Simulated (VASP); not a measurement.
# BP (I-4m2) in VASP: further runs, part 2 of 2

VASP 6.6.1. Earlier steps stand in the parts before.

**4. Single point, r2SCAN (strain +0.0150 x Voigt [0, 1, 0, 0, 0, 0])**

Contents of POSCAR:

```
BP
1.0
    0.0000000000      2.3030350000      2.2690000000
    2.2690000000      0.0000000000      2.2690000000
    2.2690000000      2.3030350000      0.0000000000
B P
1 1
Direct
    0.0000000000      0.0000000000      0.0000000000
    0.7500000000      0.7500000000      0.7500000000
```

Contents of INCAR.step1:

```
SYSTEM = BP
PREC = Accurate
ENCUT = 520
ISMEAR = 0
SIGMA = 0.05
LREAL = .False.
LASPH = .True.
NELM = 100
NBANDS = 11
GGA = PE
ALGO = Normal
EDIFF = 1E-4
LWAVE = .True.
LCHARG = .False.
```

Contents of INCAR.step2:

```
SYSTEM = BP
PREC = Accurate
ENCUT = 520
EDIFF = 1E-6
ISMEAR = 0
SIGMA = 0.05
LREAL = .False.
LASPH = .True.
NELM = 100
ALGO = Normal
ISIF = 2
LWAVE = .False.
LCHARG = .False.
METAGGA = R2SCAN
LMIXTAU = .True.
NBANDS = 11
ISTART = 1
```

Contents of KPOINTS:

```
regular mesh
0
Gamma
  10 10 10
  0 0 0
```

Potentials or basis: VASP PAW PBE potentials, release 64 (B, P).

Launch:

```
cat potpaw_PBE.64/B/POTCAR potpaw_PBE.64/P/POTCAR > POTCAR
cp INCAR.step1 INCAR
mpirun -np 1 vasp_std > vasp.out
cp INCAR.step2 INCAR
mpirun -np 1 vasp_std > vasp.out
```

OUTCAR:

```text
SYSTEM = BP
   PREC = Accurate
   ENCUT = 520
   EDIFF = 1E-6
   ISMEAR = 0
   LREAL = .False.
   LASPH = .True.
   NELM = 100
   ISIF = 2
   METAGGA = R2SCAN
   ISTART = 1

 ion  position               nearest neighbor table
   1  0.000  0.000  0.000-   2 1.97   2 1.97   2 1.97   2 1.97
   2  0.750  0.750  0.750-   1 1.97   1 1.97   1 1.97   1 1.97

  LATTYP: Found a body centered tetragonal cell.
 ALAT       =     3.2088505730
 C/A-ratio  =     1.4354267658

  Lattice vectors:

 A1 = (   0.0000000000,  -2.3030350000,   2.2690000000)
 A2 = (   0.0000000000,  -2.3030350000,  -2.2690000000)
 A3 = (   2.2690000000,   2.3030350000,   0.0000000000)

Analysis of symmetry for initial positions (statically):
=====================================================================
 Subroutine PRICEL returns:
 Original cell was already a primitive cell.

 Routine SETGRP: Setting up the symmetry group for a
 body centered tetragonal supercell.

 Subroutine GETGRP returns: Found  8 space group operations
 (whereof  8 operations were pure point group operations)
 out of a pool of 16 trial point group operations.

The static configuration has the point symmetry D_2d.

Analysis of symmetry for dynamics (positions and initial velocities):
=====================================================================
 Subroutine PRICEL returns:
 Original cell was already a primitive cell.

 Routine SETGRP: Setting up the symmetry group for a
 body centered tetragonal supercell.

 Subroutine GETGRP returns: Found  8 space group operations
 (whereof  8 operations were pure point group operations)
 out of a pool of 16 trial point group operations.

The dynamic configuration has the point symmetry D_2d.

 Subroutine INISYM returns: Found  8 space group operations
 (whereof  8 operations are pure point group operations),
 and found     1 'primitive' translations

----------------------------------------------------------------------------------------

                                     Primitive cell

  volume of cell :      23.7137
[... 112 lines left out ...]
  Thomas-Fermi vector in A             =   2.276354
   LORBIT       =      0    0 simple, 1 ext, 2 COOP (PROOUT), +10 PAW based schemes
   METAGGA = R2SCAN    functional components
   LHFCALC =     F    Hartree Fock is set to
   AEXX    =    0.0000 exact exchange contribution
   IVDW    =     0    specifies the selected vdW correction
   LEPSILON=     F    determine dielectric tensor
   LRPA    =     F    only Hartree local field effects (RPA)
 non-spin polarized calculation
 Gauss-broadening in eV      SIGMA  =   0.05
  energy-cutoff  :      520.00
  volume of cell :       23.71
 maximum number of plane-waves:       650
   NGX = 13   NGY = 11   NGZ = 13

 number of electron       8.0000000 magnetization

 Free energy of the ion-electron system (eV)
  ---------------------------------------------------
  ext. energy  EPLUGINS =         0.00000000
  ---------------------------------------------------
  free energy    TOTEN  =       -17.30418242 eV

  energy without entropy =      -17.30418242  energy(sigma->0) =      -17.30418242

 E-fermi :   7.4647     XC(G=0): -11.4338

 val. band max:        7.2651253940   @ k =   0.0000   0.0000   0.0000
 cond. band min:       8.6133988783   @ k =   0.4000   0.4000   0.0000
 fundamental gap:      1.3482734843
 Fermi energy:         7.4646827024

 k-point     1 :       0.0000    0.0000    0.0000
  band No.  band energies     occupation
      1      -8.9096      2.00000
      2       7.1083      2.00000
      3       7.2651      2.00000
      4       7.2651      2.00000
      5      10.8020      0.00000
      6      10.8020      0.00000
      7      10.8934      0.00000
      8      14.9810      0.00000
      9      19.5017      0.00000
     10      19.6145      0.00000
     11      20.0221      0.00000
[... 309 lines left out ...]
 k-point    24 :       0.4000    0.3000   -0.0000
  band No.  band energies     occupation
      1      -5.8272      2.00000
      2       0.7637      2.00000
      3       2.9926      2.00000
      4       3.5019      2.00000
      5       9.2003      0.00000
      6      11.1186      0.00000
      7      17.0572      0.00000
      8      17.4618      0.00000
      9      22.0904      0.00000
     10      23.1497      0.00000
     11      25.1768      0.00000

 [... further k-points ...]
[... 5 lines left out ...]
  --------------------------------------------------------------------------------------
  -------------------------------------------------------------------------------------
  Total       -0.2456922     -0.8863482     -0.2456922      0.0000000      0.0000000      0.0000000
  in kB      -16.5997846    -59.8846392    -16.5997846      0.0000000      0.0000000      0.0000000
  external PRESSURE =     -31.0280695 kB  Pullay stress =       0.0000000 kB

 VOLUME and BASIS-vectors are now :
 -----------------------------------------------------------------------------
  energy-cutoff  :      520.00
  volume of cell :       23.71
      direct lattice vectors                 reciprocal lattice vectors
     0.000000000  2.303035000  2.269000000    -0.220361393  0.217104820  0.220361393
     2.269000000  0.000000000  2.269000000     0.220361393 -0.217104820  0.220361393
     2.269000000  2.303035000  0.000000000     0.220361393  0.217104820 -0.220361393

 POSITION                                       TOTAL-FORCE (eV/Angst)
 -----------------------------------------------------------------------------------
      0.00000      0.00000      0.00000         0.000000      0.000000      0.000000
      3.40350      3.45455      3.40350        -0.000000     -0.000000     -0.000000
 -----------------------------------------------------------------------------------
    total drift:                               -0.000000     -0.000000     -0.000000

  FREE ENERGIE OF THE ION-ELECTRON SYSTEM (eV)
  ---------------------------------------------------
  free  energy   TOTEN  =       -17.3041824215 eV

  energy  without entropy=      -17.3041824215  energy(sigma->0) =      -17.30418242
```

OUTCAR.step1:

```text
SYSTEM = BP
   PREC = Accurate
   ENCUT = 520
   ISMEAR = 0
   LREAL = .False.
   LASPH = .True.
[... 558 lines left out ...]
      0.00000      0.00000      0.00000         0.000000      0.000000     -0.000000
      3.40350      3.45455      3.40350         0.000000     -0.000000      0.000000
 -----------------------------------------------------------------------------------
    total drift:                               -0.000000     -0.000000     -0.000000

  FREE ENERGIE OF THE ION-ELECTRON SYSTEM (eV)
  ---------------------------------------------------
  free  energy   TOTEN  =       -12.9270261078 eV

  energy  without entropy=      -12.9270261078  energy(sigma->0) =      -12.92702611
```

OSZICAR.step1:

```text
N       E                     dE             d eps       ncg     rms          rms(c)
DAV:   1     0.910144194703E+01    0.91014E+01   -0.39239E+03  2252   0.655E+02
DAV:   2    -0.129937573496E+02   -0.22095E+02   -0.21196E+02  3031   0.110E+02
DAV:   3    -0.136006327211E+02   -0.60688E+00   -0.60577E+00  2860   0.158E+01
DAV:   4    -0.136029131388E+02   -0.22804E-02   -0.22802E-02  2585   0.115E+00
DAV:   5    -0.136029245620E+02   -0.11423E-04   -0.11423E-04  2797   0.795E-02    0.705E+00
DAV:   6    -0.130203976311E+02    0.58253E+00   -0.13489E+00  2541   0.498E+00    0.380E+00
DAV:   7    -0.129341429704E+02    0.86255E-01   -0.21858E-01  2808   0.233E+00    0.131E+00
DAV:   8    -0.129264918921E+02    0.76511E-02   -0.25987E-02  2632   0.916E-01    0.188E-01
DAV:   9    -0.129268184391E+02   -0.32655E-03   -0.71682E-04  2657   0.179E-01    0.118E-01
DAV:  10    -0.129270155780E+02   -0.19714E-03   -0.24898E-04  2513   0.990E-02    0.278E-02
DAV:  11    -0.129270261078E+02   -0.10530E-04   -0.10792E-05  1338   0.222E-02
   1 F= -.12927026E+02 E0= -.12927026E+02  d E =-.619839E-11
```

It took 60 s on 1 thread of Intel Xeon Platinum 8488C (Sapphire Rapids), shared host; peak memory 0.15 GiB.

What came out:

- Free energy: -17.3042 eV
- Pressure: -3.1 GPa
- Band gap on the k mesh: 1.35 eV (least direct gap 3.54 eV)

Levels at points of the mesh, in eV from the valence-band top:
```csv
k point,band 1,band 2,band 3,band 4,band 5,band 6,band 7,band 8
"(0.00, 0.00, 0.00)",-16.17,-0.16,0.00,0.00,3.54,3.54,3.63,7.72
"(0.50, 0.00, 0.00)",-12.74,-9.44,-2.00,-1.80,3.96,4.93,5.04,10.81
"(0.50, 0.50, 0.00)",-11.05,-9.05,-4.41,-4.38,1.46,1.80,12.69,13.02
"(0.50, 0.00, 0.50)",-11.20,-9.19,-4.23,-4.23,1.63,2.02,12.87,12.87
```

Caveat: the cell differs from its parent crystal (strain +0.0150 x Voigt [0, 1, 0, 0, 0, 0]); the cell stands under tension; the PAW data sets were made with another functional, which shifts forces and pressure a little.

**5. Single point, r2SCAN (strain +0.0300 x Voigt [0, 1, 0, 0, 0, 0])**

Contents of POSCAR:

```
BP
1.0
    0.0000000000      2.3370700000      2.2690000000
    2.2690000000      0.0000000000      2.2690000000
    2.2690000000      2.3370700000      0.0000000000
B P
1 1
Direct
    0.0000000000      0.0000000000      0.0000000000
    0.7500000000      0.7500000000      0.7500000000
```

Contents of INCAR.step1:

```
SYSTEM = BP
PREC = Accurate ; ENCUT = 520
ISMEAR = 0 ; SIGMA = 0.05
LREAL = .False. ; LASPH = .True.
NELM = 80 ; NBANDS = 11
GGA = PE ; ALGO = Normal
EDIFF = 1E-4 ; LWAVE = .True.
LCHARG = .False.
```

Contents of INCAR.step2:

```
SYSTEM = BP
PREC = Accurate ; ENCUT = 520
EDIFF = 1E-6 ; ISMEAR = 0
SIGMA = 0.05 ; LREAL = .False.
LASPH = .True. ; NELM = 80
ALGO = Normal ; ISIF = 2
LWAVE = .False. ; LCHARG = .True.
METAGGA = R2SCAN ; LMIXTAU = .True.
LELF = .True. ; LVHAR = .True.
NBANDS = 11 ; ISTART = 1
```

Contents of KPOINTS:

```
Automatic mesh
0
Gamma
  10 10 10
  0 0 0
```

Potentials or basis: VASP PAW PBE potentials, release 64 (B, P).

Launch:

```
cat potpaw_PBE.64/B/POTCAR potpaw_PBE.64/P/POTCAR > POTCAR
cp INCAR.step1 INCAR
mpirun -np 1 vasp_std > vasp.out
cp INCAR.step2 INCAR
mpirun -np 1 vasp_std > vasp.out
```

OUTCAR:

```text
SYSTEM = BP
   PREC = Accurate
   ENCUT = 520
   EDIFF = 1E-6
   ISMEAR = 0
   LREAL = .False.
   LASPH = .True.
   NELM = 80
   ISIF = 2
   METAGGA = R2SCAN
   ISTART = 1

 ion  position               nearest neighbor table
   1  0.000  0.000  0.000-   2 1.98   2 1.98   2 1.98   2 1.98
   2  0.750  0.750  0.750-   1 1.98   1 1.98   1 1.98   1 1.98

  LATTYP: Found a body centered tetragonal cell.
 ALAT       =     3.2088505730
 C/A-ratio  =     1.4566399692

  Lattice vectors:

 A1 = (   0.0000000000,  -2.3370700000,   2.2690000000)
 A2 = (   0.0000000000,  -2.3370700000,  -2.2690000000)
 A3 = (   2.2690000000,   2.3370700000,   0.0000000000)

Analysis of symmetry for initial positions (statically):
=====================================================================
 Subroutine PRICEL returns:
 Original cell was already a primitive cell.

 Routine SETGRP: Setting up the symmetry group for a
 body centered tetragonal supercell.

 Subroutine GETGRP returns: Found  8 space group operations
 (whereof  8 operations were pure point group operations)
 out of a pool of 16 trial point group operations.

The static configuration has the point symmetry D_2d.

Analysis of symmetry for dynamics (positions and initial velocities):
=====================================================================
 Subroutine PRICEL returns:
 Original cell was already a primitive cell.

 Routine SETGRP: Setting up the symmetry group for a
 body centered tetragonal supercell.

 Subroutine GETGRP returns: Found  8 space group operations
 (whereof  8 operations were pure point group operations)
 out of a pool of 16 trial point group operations.

The dynamic configuration has the point symmetry D_2d.

 Subroutine INISYM returns: Found  8 space group operations
 (whereof  8 operations are pure point group operations),
 and found     1 'primitive' translations

----------------------------------------------------------------------------------------

                                     Primitive cell

  volume of cell :      24.0642

  direct lattice vectors                    reciprocal lattice vectors
[... 116 lines left out ...]
   LEPSILON=     F    determine dielectric tensor
   LRPA    =     F    only Hartree local field effects (RPA)
 non-spin polarized calculation
 Gauss-broadening in eV      SIGMA  =   0.05
  energy-cutoff  :      520.00
  volume of cell :       24.06
 maximum number of plane-waves:       660
   NGX = 13   NGY = 11   NGZ = 13

 number of electron       7.9999999 magnetization

 Free energy of the ion-electron system (eV)
  ---------------------------------------------------
  ext. energy  EPLUGINS =         0.00000000
  ---------------------------------------------------
  free energy    TOTEN  =       -17.28568202 eV

  energy without entropy =      -17.28568202  energy(sigma->0) =      -17.28568202

 E-fermi :   7.4081     XC(G=0): -11.3683

 val. band max:        7.1467744099   @ k =   0.0000   0.0000   0.0000
 cond. band min:       8.3993823343   @ k =   0.4000   0.4000   0.0000
 fundamental gap:      1.2526079244
 Fermi energy:         7.4081333585

 k-point     1 :       0.0000    0.0000    0.0000
  band No.  band energies     occupation
      1      -8.9472      2.00000
      2       6.8324      2.00000
      3       7.1468      2.00000
      4       7.1468      2.00000
      5      10.5841      0.00000
      6      10.5841      0.00000
      7      10.7648      0.00000
      8      14.5646      0.00000
      9      19.1598      0.00000
     10      19.2587      0.00000
     11      20.0088      0.00000
[... 309 lines left out ...]
 k-point    24 :       0.4000    0.3000   -0.0000
  band No.  band energies     occupation
      1      -5.8784      2.00000
      2       0.6634      2.00000
      3       2.8580      2.00000
      4       3.3374      2.00000
      5       8.9787      0.00000
      6      10.9074      0.00000
      7      16.5813      0.00000
      8      17.3797      0.00000
      9      21.6941      0.00000
     10      22.9331      0.00000
     11      24.8108      0.00000

 [... further k-points ...]

------------------------ aborting loop because EDIFF is reached ----------------------------------------

  FORCE on cell =-STRESS in cart. coord.  units (eV):
  Direction    XX          YY          ZZ          XY          YZ          ZX
  --------------------------------------------------------------------------------------
  -------------------------------------------------------------------------------------
  Total       -0.3736409     -1.6703895     -0.3736409      0.0000000      0.0000000      0.0000000
  in kB      -24.8767863   -111.2135321    -24.8767863      0.0000000      0.0000000      0.0000000
  external PRESSURE =     -53.6557016 kB  Pullay stress =       0.0000000 kB

 VOLUME and BASIS-vectors are now :
 -----------------------------------------------------------------------------
  energy-cutoff  :      520.00
  volume of cell :       24.06
      direct lattice vectors                 reciprocal lattice vectors
     0.000000000  2.337070000  2.269000000    -0.220361393  0.213943100  0.220361393
     2.269000000  0.000000000  2.269000000     0.220361393 -0.213943100  0.220361393
     2.269000000  2.337070000  0.000000000     0.220361393  0.213943100 -0.220361393

 POSITION                                       TOTAL-FORCE (eV/Angst)
 -----------------------------------------------------------------------------------
      0.00000      0.00000      0.00000         0.000000      0.000000      0.000000
      3.40350      3.50561      3.40350        -0.000000      0.000000     -0.000000
 -----------------------------------------------------------------------------------
    total drift:                               -0.000000     -0.000000     -0.000000

  FREE ENERGIE OF THE ION-ELECTRON SYSTEM (eV)
  ---------------------------------------------------
  free  energy   TOTEN  =       -17.2856820159 eV

  energy  without entropy=      -17.2856820159  energy(sigma->0) =      -17.28568202
```

Wall time 58 s (1 thread of Intel Xeon Platinum 8488C (Sapphire Rapids), shared host); peak memory 0.15 GiB.

What came out:

| Item | Value |
| --- | --- |
| Free energy | -17.2857 eV |
| Pressure | -5.4 GPa |
| Band gap on the k mesh | 1.25 eV (least direct gap 3.44 eV) |

Stress tensor (GPa, compression positive):
```
 -2.49   0.00   0.00
  0.00 -11.12   0.00
  0.00   0.00  -2.49
```

Caveat: the cell differs from its parent crystal (strain +0.0300 x Voigt [0, 1, 0, 0, 0, 0]); the cell stands under tension; the PAW data sets were made with another functional, which shifts forces and pressure a little. A k mesh can miss the band edges.

**6. Summary**

| cell | gap on the mesh (eV) | pressure (GPa) |
| --- | --- | --- |
| a = 3.161, b = 3.209 Å, angles 59.5, 61.0, 59.5°, 2 atoms | 0.92 | 4.7 |
| a = 3.185, b = 3.209 Å, angles 59.8, 60.5, 59.8°, 2 atoms | 1.19 | 1.9 |
| a = 3.233, b = 3.209 Å, angles 60.2, 59.5, 60.2°, 2 atoms | 1.35 | -3.1 |
| a = 3.257, b = 3.209 Å, angles 60.5, 59.0, 60.5°, 2 atoms | 1.25 | -5.4 |

Alike in all rows: task single point; level r2SCAN; potentials or basis VASP PAW PBE potentials, release 64 (B, P); no spin polarisation; k mesh 10 × 10 × 10; cutoff (eV) 520; smearing gaussian 0.05 eV.

Caveats: the PAW data sets were made with another functional, which shifts forces and pressure a little; the cell stands under tension (at least some runs); the cell stands under pressure (at least some runs).

Absolute energies hang on the potentials; compare differences alone.
